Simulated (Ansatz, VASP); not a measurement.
**One calculation of ZnPb2, two programs**

```
Zn Pb
1.0
     5.44419    0.00000    0.00000
    -2.72209    4.71480    0.00000
     0.00000    0.00000    3.31021
Zn Pb
1 2
Direct
  0.00000 0.00000 0.00000
  0.33333 0.66667 0.50000
  0.66667 0.33333 0.50000
```

Alike in both runs: task relaxation of cell and atoms; functional PBE; k mesh 12 × 12 × 14; occupations gaussian, width 0.1 eV; no spin polarisation.

```csv
,VASP,Ansatz
version,VASP 6.6.1,Ansatz 0.2.0
potentials or method,"VASP PAW PBE potentials, release 64 (Zn, Pb_d), cutoff 600 eV","scalar-relativistic, plane waves, PAW"
valence electrons in the cell,40,40
```

```tsv
	VASP	Ansatz	Ansatz less VASP
gap on the k mesh at the Fermi level, each at its own relaxed structure (eV)	none	none	-
relaxed volume (Å³/atom)	28.53	28.51	-0.024
relaxed length of the cell vector where the two differ most in proportion (Å)	3.273	3.272	-0.0017
```

A gap of «none» marks a metal or a gap that the smearing closes.

Spin-orbit coupling is off throughout.
